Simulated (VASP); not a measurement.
A run of VASP 6.6.1 is set up as follows.

INCAR

```
PREC = Accurate
ENCUT = 520
EDIFF = 1E-7
ISMEAR = 0
SIGMA = 0.05
LREAL = Auto
LASPH = T
NELM = 100
ALGO = Normal
ISIF = 2
LWAVE = F
LCHARG = F
GGA = PE
NBANDS = 126
```

File KPOINTS:

```
regular mesh
0
Gamma
  2 2 2
```

POSCAR

```
SiC
1.0
   -6.1556000000      0.0000000000      0.0000000000
   -3.0778000000     -5.3350000000      0.0000000000
   -3.0778000000      0.0000000000     15.1219000000
Si C
24 24
Direct
    0.9873500000      0.1673000000      0.8580000000
    0.4873500000      0.1673000000      0.8580000000
    0.9873500000      0.6673000000      0.8580000000
    0.4873500000      0.6673000000      0.8580000000
    0.9046500000      0.8327000000      0.3580000000
    0.4046500000      0.8327000000      0.3580000000
    0.9046500000      0.3327000000      0.3580000000
    0.4046500000      0.3327000000      0.3580000000
    0.9876000000      0.5007000000      0.5241000000
    0.4876000000      0.5007000000      0.5241000000
    0.9876000000      0.0007000000      0.5241000000
    0.4876000000      0.0007000000      0.5241000000
    0.7383000000      0.4993000000      0.0241000000
    0.2383000000      0.4993000000      0.0241000000
    0.7383000000      0.9993000000      0.0241000000
    0.2383000000      0.9993000000      0.0241000000
    0.7365300000      0.8357000000      0.6912400000
    0.2365300000      0.8357000000      0.6912400000
    0.7365300000      0.3357000000      0.6912400000
    0.2365300000      0.3357000000      0.6912400000
    0.8222300000      0.1643000000      0.1912400000
    0.3222300000      0.1643000000      0.1912400000
    0.8222300000      0.6643000000      0.1912400000
    0.3222300000      0.6643000000      0.1912400000
    0.9268500000      0.4960000000      0.6503000000
    0.4268500000      0.4960000000      0.6503000000
    0.9268500000      0.9960000000      0.6503000000
    0.4268500000      0.9960000000      0.6503000000
    0.6728500000      0.5040000000      0.1503000000
    0.1728500000      0.5040000000      0.1503000000
    0.6728500000      0.0040000000      0.1503000000
    0.1728500000      0.0040000000      0.1503000000
    0.9291500000      0.1600000000      0.9817000000
    0.4291500000      0.1600000000      0.9817000000
    0.9291500000      0.6600000000      0.9817000000
    0.4291500000      0.6600000000      0.9817000000
    0.8391500000      0.8400000000      0.4817000000
    0.3391500000      0.8400000000      0.4817000000
    0.8391500000      0.3400000000      0.4817000000
    0.3391500000      0.3400000000      0.4817000000
    0.6771000000      0.8290000000      0.8168000000
    0.1771000000      0.8290000000      0.8168000000
    0.6771000000      0.3290000000      0.8168000000
    0.1771000000      0.3290000000      0.8168000000
    0.7561000000      0.1710000000      0.3168000000
    0.2561000000      0.1710000000      0.3168000000
    0.7561000000      0.6710000000      0.3168000000
    0.2561000000      0.6710000000      0.3168000000
```

Potentials or basis: VASP PAW PBE potentials, release 64 (Si, C).

Command:

```sh
$ cat potpaw_PBE.64/Si/POTCAR potpaw_PBE.64/C/POTCAR > POTCAR
$ mpirun -np 1 vasp_std > vasp.out
```

**Question.** What does it give for the largest force?

**Answer.** 0.747 eV/Å.

**Question.** Predict the pressure.

**Answer.** 3.5 GPa.

Stress tensor (GPa, compression positive):
```
6.00 0.00 0.00
0.00 2.29 0.00
0.00 0.00 2.08
```

Caveat: the k points lie up to 0.60 Å⁻¹ apart.
